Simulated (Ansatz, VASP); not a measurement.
## One calculation of AgBr, two programs

POSCAR

```
AgBr
1.0
    2.8701500000      2.8701500000      0.0000000000
   -2.8701500000      2.8701500000      0.0000000000
    0.0000000000      2.8701500000      2.8701500000
Ag Br
1 1
Direct
    0.0000000000      0.0000000000      0.0000000000
    0.5000000000      0.5000000000      0.0000000000
```

Contents of INCAR.step1:

```
SYSTEM = AgBr
ALGO     = Normal         ! electronic algorithm
EDIFF    = 1E-5           ! SCF threshold, eV
EDIFFG   = -0.005         ! ionic threshold
ENCUT    = 550            ! plane-wave cutoff, eV
GGA      = PE             ! functional
GGA_COMPAT= .False.      
IBRION   = 2              ! ionic algorithm
ISIF     = 3              ! what is computed and relaxed
ISMEAR   = -1             ! smearing method
LASPH    = .True.         ! aspherical terms in the spheres
LCHARG   = .False.        ! write CHGCAR
LREAL    = .False.        ! projectors in reciprocal space
LWAVE    = .True.         ! write WAVECAR
NELM     = 120            ! most SCF steps
NELMIN   = 4            
NSW      = 100            ! ionic steps
PREC     = Accurate       ! precision mode
SIGMA    = 0.08           ! smearing width, eV
```

The input INCAR.step2:

```
SYSTEM = AgBr
ALGO     = Normal         ! electronic algorithm
EDIFF    = 1E-7           ! SCF threshold, eV
EDIFFG   = -0.002         ! ionic threshold
ENCUT    = 550            ! plane-wave cutoff, eV
GGA_COMPAT= .False.      
IBRION   = 2              ! ionic algorithm
ISIF     = 3              ! what is computed and relaxed
ISMEAR   = -1             ! smearing method
ISTART   = 1            
LASPH    = .True.         ! aspherical terms in the spheres
LCHARG   = .False.        ! write CHGCAR
LMIXTAU  = .True.       
LREAL    = .False.        ! projectors in reciprocal space
LWAVE    = .False.        ! write WAVECAR
METAGGA  = R2SCAN         ! meta-GGA
NELM     = 120            ! most SCF steps
NELMIN   = 4            
NSW      = 100            ! ionic steps
PREC     = Accurate       ! precision mode
SIGMA    = 0.08           ! smearing width, eV
```

The input KPOINTS:

```
k-points
0
Gamma
  12 12 12
  0 0 0
```

Input for Ansatz:

```yaml
crystal:
  lattice:
    - [2.87015, 2.87015, 0.0]
    - [-2.87015, 2.87015, 0.0]
    - [0.0, 2.87015, 2.87015]
  atoms:
    - { symbol: Ag, position: [0.0, 0.0, 0.0] }
    - { symbol: Br, position: [0.5, 0.5, 0.0] }
kpoints:
  mp_grid: { grid: [12, 12, 12] }
scf:
  occupations: { method: fermi_dirac, width: 0.08 }
hamiltonian:
  xc: r2scan
  pseudopotentials: { kind: paw }
relax:
  f_tol: 0.002
  max_steps: 80
  cell: {}
output:
  forces: true
  stress: true
  write_density: true
  write_potential: true
  elf: true
  volumetric_format: npy
```

Alike in both runs: task relaxation of cell and atoms; functional r2SCAN; k mesh 12 × 12 × 12; occupations fermi-dirac, width 0.08 eV; no spin polarisation.

|  | VASP | Ansatz |
| --- | --- | --- |
| version | VASP 6.6.1 | Ansatz 0.2.0 |
| potentials or method | VASP PAW PBE potentials, release 64 (Ag, Br) | PAW with Ansatz's default frozen-core files, scalar-relativistic |
| plane-wave cutoff (eV) | 550 | 500 |
| valence electrons in the cell | 18 | 26 |

```tsv
	VASP	Ansatz	Ansatz less VASP
relaxed volume (Å³/atom)	24.17	24.20	+0.030
relaxed length of the cell vector where the two differ most in proportion (Å)	4.089	4.091	+0.0017
```

VASP's potentials were made for PBE, not for r2SCAN. VASP's potentials hold 18 valence electrons a cell and Ansatz's 26, so a difference there can come from the potentials and not from the codes.
